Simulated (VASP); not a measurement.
# Ge in VASP: single point with LDA

Aim: the single point of Ge with LDA.

Everything below comes from runs of VASP 6.6.1. Logs are shortened: lines on timing, memory, paths and dates and some standing lists are left out, and cuts for length are marked.

### Step 1. The cell of the first run

The cell holds a slab with vacuum, 6 atoms: a = 3.975 Å, b = 3.975 Å, c = 23.027 Å, α = 90.00°, β = 90.00°, γ = 90.00°.

### Step 2. Single point, LDA

The input, INCAR:

```
SYSTEM = Ge
PREC     = Accurate       ! precision mode
ENCUT    = 520            ! plane-wave cutoff, eV
EDIFF    = 1E-6           ! SCF threshold, eV
ISMEAR   = -1             ! smearing method
SIGMA    = 0.02           ! smearing width, eV
LREAL    = .FALSE.        ! projectors in reciprocal space
LASPH    = .TRUE.         ! aspherical terms in the spheres
NELM     = 100            ! most SCF steps
ALGO     = Normal         ! electronic algorithm
ISIF     = 2              ! what is computed and relaxed
LWAVE    = .FALSE.        ! write WAVECAR
LCHARG   = .FALSE.        ! write CHGCAR
LDIPOL   = .TRUE.       
IDIPOL   = 3            
DIPOL    = 0.5 0.5 0.500
NBANDS   = 51             ! bands
```

The input, KPOINTS:

```
regular mesh
0
G
  8 8 1
  0 0 0
```

The input, POSCAR:

```
Ge
1.0
    3.9752393773      0.0000000000      0.0000000000
    0.0000000000      3.9752393773      0.0000000000
    0.0000000000      0.0000000000     23.0273000000
Ge
6
Direct
    0.7500000000      0.0000000000      0.3466606116
    0.2500000000      0.0000000000      0.4077864342
    0.2500000000      0.5000000000      0.4693052407
    0.7500000000      0.5000000000      0.5306947604
    0.7500000000      0.0000000000      0.5922135662
    0.2500000000      0.0000000000      0.6533393869
```

Potentials or basis: VASP PAW LDA potentials, release 64 (Ge_d).

The run is started by

```sh
$ cat potpaw_LDA.64/Ge_d/POTCAR > POTCAR
$ mpirun -np 1 vasp_std > vasp.out
```

OUTCAR:

```text
SYSTEM = Ge
   PREC = Accurate
   ENCUT = 520
   EDIFF = 1E-6
   ISMEAR = -1
   LREAL = .FALSE.
   LASPH = .TRUE.
   NELM = 100
   ISIF = 2

 ion  position               nearest neighbor table
   1  0.750  0.000  0.347-   2 2.44   2 2.44
   2  0.250  0.000  0.408-   1 2.44   1 2.44   3 2.44   3 2.44
   3  0.250  0.500  0.469-   4 2.44   4 2.44   2 2.44   2 2.44
   4  0.750  0.500  0.531-   3 2.44   3 2.44   5 2.44   5 2.44
   5  0.750  0.000  0.592-   6 2.44   6 2.44   4 2.44   4 2.44
   6  0.250  0.000  0.653-   5 2.44   5 2.44

  LATTYP: Found a simple tetragonal cell.
 ALAT       =     3.9752393773
 C/A-ratio  =     5.7926826071

  Lattice vectors:

 A1 = (   3.9752393773,   0.0000000000,   0.0000000000)
 A2 = (   0.0000000000,   3.9752393773,   0.0000000000)
 A3 = (   0.0000000000,   0.0000000000,  23.0273000000)

Analysis of symmetry for initial positions (statically):
=====================================================================
 Subroutine PRICEL returns:
 Original cell was already a primitive cell.

 Routine SETGRP: Setting up the symmetry group for a
 simple tetragonal supercell.

 Subroutine GETGRP returns: Found  8 space group operations
 (whereof  4 operations were pure point group operations)
 out of a pool of 16 trial point group operations.

The static configuration has the point symmetry C_2h.
 The point group associated with its full space group is D_2h.

Analysis of symmetry for dynamics (positions and initial velocities):
=====================================================================
 Subroutine PRICEL returns:
 Original cell was already a primitive cell.

 Routine SETGRP: Setting up the symmetry group for a
 simple tetragonal supercell.

 Subroutine GETGRP returns: Found  8 space group operations
 (whereof  4 operations were pure point group operations)
 out of a pool of 16 trial point group operations.

The dynamic configuration has the point symmetry C_2h.
 The point group associated with its full space group is D_2h.

 Subroutine INISYM returns: Found  8 space group operations
 (whereof  4 operations are pure point group operations),
 and found     1 'primitive' translations

----------------------------------------------------------------------------------------

                                     Primitive cell

  volume of cell :     363.8896

  direct lattice vectors                    reciprocal lattice vectors
     3.975239377  0.000000000  0.000000000     0.251557178  0.000000000  0.000000000
     0.000000000  3.975239377  0.000000000     0.000000000  0.251557178  0.000000000
     0.000000000  0.000000000 23.027300000     0.000000000  0.000000000  0.043426715

  length of vectors
     3.975239377  3.975239377 23.027300000     0.251557178  0.251557178  0.043426715

  position of ions in fractional coordinates (direct lattice)
     0.750000000  0.000000000  0.346660612
     0.250000000  0.000000000  0.407786434
     0.250000000  0.500000000  0.469305241
     0.750000000  0.500000000  0.530694760
     0.750000000  0.000000000  0.592213566
     0.250000000  0.000000000  0.653339387

  ion indices of the primitive-cell ions
   primitive index   ion index
                 1           1
                 2           2
                 3           3
                 4           4
                 5           5
                 6           6

----------------------------------------------------------------------------------------

 KPOINTS: regular mesh

Automatic generation of k-mesh.
 Grid dimensions read from file:
 generate k-points for:    8    8    1

 Generating k-lattice:

  Cartesian coordinates                     Fractional coordinates (reciprocal lattice)
     0.031444647  0.000000000  0.000000000     0.125000000  0.000000000  0.000000000
     0.000000000  0.031444647  0.000000000     0.000000000  0.125000000  0.000000000
     0.000000000  0.000000000  0.043426715     0.000000000  0.000000000  1.000000000

  Length of vectors
     0.031444647  0.031444647  0.043426715

  Shift w.r.t. Gamma in fractional coordinates (k-lattice)
     0.000000000  0.000000000  0.000000000

 Subroutine IBZKPT returns following result:
 ===========================================

 Found     25 irreducible k-points:

 Following reciprocal coordinates:
            Coordinates               Weight
  0.000000  0.000000  0.000000      1.000000
  0.125000  0.000000  0.000000      2.000000
  0.000000  0.125000  0.000000      2.000000
  0.250000  0.000000  0.000000      2.000000
  0.000000  0.250000  0.000000      2.000000
  0.375000  0.000000  0.000000      2.000000
[... 16 lines left out ...]
  0.500000  0.375000  0.000000      2.000000
 -0.375000  0.500000  0.000000      2.000000
   k-points           NKPTS =     25   k-points in BZ     NKDIM =     25   number of bands    NBANDS=     51
   number of dos      NEDOS =    301   number of ions     NIONS =      6
   total plane-waves  NPLWV = 162000
   dimension x,y,z NGX =    30 NGY =   30 NGZ =  180
   dimension x,y,z NGXF=    60 NGYF=   60 NGZF=  360
   ions per type =               6
   NGX,Y,Z   is equivalent  to a cutoff of  12.55, 12.55, 13.00 a.u.
   NGXF,Y,Z  is equivalent  to a cutoff of  25.09, 25.09, 25.99 a.u.
 SYSTEM =  Ge
   PREC   = accura    normal or accurate (medium, high low for compatibility)
   ISTART =      0    job   : 0-new  1-cont  2-samecut
   ICHARG =      2    charge: 1-file 2-atom 10-const
   ISPIN  =      1    spin polarized calculation?
   LNONCOLLINEAR =      F non collinear calculations
   LSORBIT =      F    spin-orbit coupling
   LASPH  =      T    aspherical Exc in radial PAW
   ENCUT  =  520.0 eV  38.22 Ry    6.18 a.u.   7.39  7.39 42.82*2*pi/ulx,y,z
   NELM   =    100;   NELMIN=  2; NELMDL= -5     # of ELM steps
   EDIFF  = 0.1E-05   stopping-criterion for ELM
   LREAL  =      F    real-space projection
   EDIFFG = 0.1E-04   stopping-criterion for IOM
   NSW    =      0    number of steps for IOM
   IBRION =     -1    ionic relax: 0-MD 1-quasi-New 2-CG
   NFREE  =      0    steps in history (QN), initial steepest desc. (CG)
   ISIF   =      2    stress and relaxation
   ISYM   =      2    0-nonsym 1-usesym 2-fastsym
   POTIM  = 0.5000    time-step for ionic-motion
   TEBEG  =    0.0;   TEEND  =   0.0 temperature during run
   PSTRESS=    0.0 pullay stress
   NELECT =      84.0000    total number of electrons
   NUPDOWN=      -1.0000    fix difference up-down
   EMIN   =  10.00;   EMAX   =-10.00  energy-range for DOS
   EFERMI =   0.00;   METHOD = LEGACY
   ISMEAR =    -1;   SIGMA  =   0.02  broadening in eV -4-tet -1-fermi 0-gaus
   EFERMI_NEDOS =   21; number of points for ismear=-14 and -15
   IALGO  =     38    algorithm
   IMIX   =      4    mixing-type and parameters
     AMIX     =   0.40;   BMIX     =  1.00
     AMIX_MAG =   1.60;   BMIX_MAG =  1.00
  volume/ion in A,a.u.               =      60.65       409.27
  Fermi-wavevector in a.u.,A,eV,Ry     =   1.004257  1.897770 13.721904  1.008531
  Thomas-Fermi vector in A             =   2.136861
   LORBIT       =      0    0 simple, 1 ext, 2 COOP (PROOUT), +10 PAW based schemes
   GGA     = CA    functional components
   LHFCALC =     F    Hartree Fock is set to
   AEXX    =    0.0000 exact exchange contribution
   IVDW    =     0    specifies the selected vdW correction
   LEPSILON=     F    determine dielectric tensor
   LRPA    =     F    only Hartree local field effects (RPA)
 non-spin polarized calculation
  energy-cutoff  :      520.00
  volume of cell :      363.89
 maximum number of plane-waves:      9909
 NGX is ok and might be reduce to    30
   NGX = 15   NGY = 15   NGZ = 85

 dipolmoment           0.000000      0.000000     -0.000000 electrons x Angstroem

 number of electron      83.9999990 magnetization

 dipolmoment           0.000000      0.000000      0.000000 electrons x Angstroem

 Free energy of the ion-electron system (eV)
  ---------------------------------------------------
  ext. energy  EPLUGINS =         0.00000000
  ---------------------------------------------------
  free energy    TOTEN  =       -27.84944050 eV

  energy without entropy =      -27.84556207  energy(sigma->0) =      -27.84750128

 E-fermi :  -1.6686     XC(G=0):  -4.6128

 val. band max:       -1.6860082394   @ k =   0.0000   0.1250   0.0000
 cond. band min:      -1.6625281871   @ k =   0.0000   0.0000   0.0000
 fundamental gap:      0.0234800523
 Fermi energy:        -1.6685939211

 k-point     1 :       0.0000    0.0000    0.0000
  band No.  band energies     occupation
      1     -26.2642      2.00000
      2     -26.2029      2.00000
      3     -26.1948      2.00000
      4     -26.1865      2.00000
      5     -26.1707      2.00000
      6     -26.1396      2.00000
[... 43 lines left out ...]
     50       2.4098      0.00000
     51       3.1449      0.00000

 k-point     2 :       0.1250    0.0000    0.0000
  band No.  band energies     occupation
      1     -26.2667      2.00000
      2     -26.2033      2.00000
      3     -26.1966      2.00000
      4     -26.1780      2.00000
      5     -26.1752      2.00000
      6     -26.1300      2.00000
[... 43 lines left out ...]
     50       2.3800      0.00000
     51       3.2093      0.00000

 k-point     3 :       0.0000    0.1250    0.0000
  band No.  band energies     occupation
      1     -26.2647      2.00000
      2     -26.2124      2.00000
      3     -26.1861      2.00000
      4     -26.1854      2.00000
      5     -26.1676      2.00000
      6     -26.1401      2.00000
[... 43 lines left out ...]
     50       2.4896      0.00000
     51       3.2124      0.00000
[... 1027 lines left out ...]
 k-point    23 :       0.5000    0.3750    0.0000
  band No.  band energies     occupation
      1     -26.2473      2.00000
      2     -26.2473      2.00000
      3     -26.1902      2.00000
      4     -26.1902      2.00000
      5     -26.1072      2.00000
      6     -26.1072      2.00000
[... 43 lines left out ...]
     50       3.6041      0.00000
     51       4.3790      0.00000

 k-point    24 :      -0.3750    0.5000    0.0000
  band No.  band energies     occupation
      1     -26.2627      2.00000
      2     -26.2331      2.00000
      3     -26.1880      2.00000
      4     -26.1818      2.00000
      5     -26.1200      2.00000
      6     -26.0920      2.00000
[... 43 lines left out ...]
     50       3.2986      0.00000
     51       4.5673      0.00000

 [... further k-points ...]

------------------------ aborting loop because EDIFF is reached ----------------------------------------

 vacuum level on the upper side and lower side of the slab       (xc-potential included)        -0.125        -0.125

  FORCE on cell =-STRESS in cart. coord.  units (eV):
  Direction    XX          YY          ZZ          XY          YZ          ZX
  --------------------------------------------------------------------------------------
  -------------------------------------------------------------------------------------
  Total        0.0940315     -2.8731087      0.0465591      0.0000000      0.0000000     -0.0000000
  in kB        0.4140135    -12.6500733      0.2049959      0.0000000      0.0000000     -0.0000000
  external PRESSURE =      -4.0103546 kB  Pullay stress =       0.0000000 kB

 VOLUME and BASIS-vectors are now :
 -----------------------------------------------------------------------------
  energy-cutoff  :      520.00
  volume of cell :      363.89
      direct lattice vectors                 reciprocal lattice vectors
     3.975239377  0.000000000  0.000000000     0.251557178  0.000000000  0.000000000
     0.000000000  3.975239377  0.000000000     0.000000000  0.251557178  0.000000000
     0.000000000  0.000000000 23.027300000     0.000000000  0.000000000  0.043426715

 POSITION                                       TOTAL-FORCE (eV/Angst)
 -----------------------------------------------------------------------------------
      2.98143      0.00000      7.98266         0.000000     -0.000000     -0.012620
      0.99381      0.00000      9.39022        -0.000000     -0.000000      0.000746
      0.99381      1.98762     10.80683        -0.000000     -0.000000      0.006899
      2.98143      1.98762     12.22047         0.000000      0.000000     -0.006899
      2.98143      0.00000     13.63708         0.000000      0.000000     -0.000746
      0.99381      0.00000     15.04464         0.000000      0.000000      0.012620
 -----------------------------------------------------------------------------------
    total drift:                                0.000000     -0.000000     -0.000004

  FREE ENERGIE OF THE ION-ELECTRON SYSTEM (eV)
  ---------------------------------------------------
  free  energy   TOTEN  =       -27.8494404993 eV

  energy  without entropy=      -27.8455620684  energy(sigma->0) =      -27.84750128

 vacuum level on the upper side and lower side of the slab         3.396         3.396
```

It took 26 min on 1 thread of Intel Xeon 8259CL, shared host; peak memory 0.51 GiB.

Results:

| Property | Result |
| --- | --- |
| Free energy | -27.8494 eV |
| Largest force | 0.013 eV/Å |
| Band gap on the k mesh | zero (bands 42 and 43 overlap by 1.06 eV) |

Forces on the atoms (eV/Å):
```
Ge   0.000  0.000 -0.013
Ge   0.000  0.000  0.001
Ge   0.000  0.000  0.007
Ge   0.000  0.000 -0.007
Ge   0.000  0.000 -0.001
Ge   0.000  0.000  0.013
```

Levels at points of the mesh, in eV from the Fermi level:
```csv
k point,band 38,band 39,band 40,band 41,band 42,band 43,band 44,band 45,band 46,band 47
"(0.00, 0.00, 0.00)",-1.75,-1.15,-0.95,0.01,0.62,1.37,1.50,1.75,2.28,2.47
"(0.50, 0.00, 0.00)",-2.56,-0.91,-0.91,-0.75,-0.75,1.81,1.81,2.48,2.48,4.18
"(0.00, 0.50, 0.00)",-1.16,-1.14,-0.99,-0.69,-0.63,0.41,0.44,2.34,2.37,2.63
"(0.50, 0.50, 0.00)",-3.09,-2.88,-2.88,-0.77,-0.77,-0.44,-0.44,2.67,2.67,2.85
```

The gap in the log of VASP goes by the Fermi energy; the results here count the filled bands.